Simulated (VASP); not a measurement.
The system is Nb2SiO3.

```
Nb Si O
1.0
     3.70000    0.00000    0.00000
     0.00000    3.70000    0.00000
     0.00000    0.00000    5.22000
Nb Si O
2 1 3
Direct
  0.50000 0.00000 0.75000
  0.00000 0.50000 0.25000
  0.50000 0.50000 0.00000
  0.50000 0.50000 0.50000
  0.00000 0.00000 0.00000
  0.00000 0.00000 0.50000
```

* Program: VASP 6.6.1
* Task: relaxation of cell and atoms
* Functional: PBE
* Potentials or basis: VASP PAW PBE potentials, release 64 (Nb_sv, Si, O)
* Cutoff: 600 eV
* k mesh: 3 × 3 × 3
* Occupations: gaussian, width 0.15 eV
* Spin: no spin polarisation

At the start: pressure 19.9 GPa; volume 11.91 Å³/atom.

Task: How do energy, volume and symmetry change on relaxing?

Result: Over 26 steps the energy falls by 368.3 meV/atom and the volume is 12.47 Å³/atom (+4.7 %); space group P-4m2 (No. 115, to 0.1 Å) before and after.

Step by step:
```tsv
step	energy change (eV)	largest force (eV/Å)	pressure (GPa)	volume (Å³)
1	0.0000	4.4967	19.94	71.46
2	-0.7615	0.8192	-15.86	87.91
3	-1.0741	1.4043	-5.97	81.21
4	-1.4538	1.2007	-0.09	78.09
5	-0.5067	3.9313	37.57	69.04
6	-1.6313	0.9096	4.27	76.27
7	-1.6524	0.3579	13.72	73.41
8	-1.6945	0.3862	8.64	74.82
9	-1.8338	0.4162	8.06	75.36
10	-1.8540	0.9919	8.13	75.69
11	-1.9623	0.6797	2.22	77.85
12	-1.9889	0.4328	-2.43	79.80
13	-2.0217	0.3864	-2.29	79.59
14	-2.0902	0.0889	-1.88	78.94
15	-2.1382	0.1654	-1.87	77.48
16	-1.6063	4.2005	-3.12	73.95
17	-2.1384	0.4055	-2.29	77.29
18	-2.1544	0.1641	3.00	75.07
19	-2.1584	0.0231	1.30	75.75
20	-2.1770	0.1648	0.74	75.74
21	-2.1928	0.5862	-0.21	75.66
22	-2.2030	0.3045	-1.18	75.57
23	-2.2033	0.2470	-1.34	75.55
24	-2.2087	0.1404	-0.12	74.95
25	-2.2092	0.0970	0.37	74.72
26	-2.2097	0.0198	-0.03	74.82
```

Final structure:
```cif
data_structure
_symmetry_space_group_name_H-M 'P 1'
_symmetry_Int_Tables_number 1
_cell_length_a 3.3784
_cell_length_b 3.3784
_cell_length_c 6.5557
_cell_angle_alpha 90.000
_cell_angle_beta 90.000
_cell_angle_gamma 90.000
_cell_volume 74.82
loop_
_atom_site_label
_atom_site_type_symbol
_atom_site_fract_x
_atom_site_fract_y
_atom_site_fract_z
_atom_site_occupancy
Nb1 Nb 0.50000 0.00000 0.69517 1
Nb2 Nb 0.00000 0.50000 0.30483 1
Si1 Si 0.50000 0.50000 0.00000 1
O1 O 0.50000 0.50000 0.50000 1
O2 O 0.00000 0.00000 0.00000 1
O3 O 0.00000 0.00000 0.50000 1
```

Caveat: the k points lie up to 0.62 Å⁻¹ apart in the final cell; a cell axis changed by over 15 % at a fixed basis, so the end point is rough.
